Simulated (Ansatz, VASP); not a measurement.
**LiCl in VASP and in Ansatz**

```xyz
2
Lattice="0.0000 2.5648 2.6032 2.5648 0.0000 2.6032 2.5648 2.5648 0.0000" Properties=species:S:1:pos:R:3 pbc="T T T"
Li    0.0000    0.0000    0.0000
Cl    2.5648    2.5648    2.6032
```

Change from the starting cell: strain +0.000 along x and y, +0.015 along z, atoms carried along.

Alike in both runs: task single point; functional r2SCAN; k mesh 8 × 8 × 8; occupations gaussian, width 0.05 eV; no spin polarisation.

|  | VASP | Ansatz |
| --- | --- | --- |
| version | VASP 6.6.1 | Ansatz 0.2.0 |
| potentials or method | VASP PAW PBE potentials, release 64 (Li_sv, Cl), cutoff 520 eV | scalar-relativistic, plane waves, PAW |
| valence electrons in the cell | 10 | 10 |

VASP gave:

| Item | Value |
| --- | --- |
| gap on the k mesh at the Fermi level (eV) | 7.18 |
| least direct gap on the mesh (eV) | 7.18 |

Which values does Ansatz return?

gap on the k mesh at the Fermi level (eV): 7.11; least direct gap on the mesh (eV): 7.11.

VASP's potentials were made for PBE, not for r2SCAN.

Noted on VASP's run: the cutoff is under 1.25 times that of the potentials, so the pressure is a little rough.
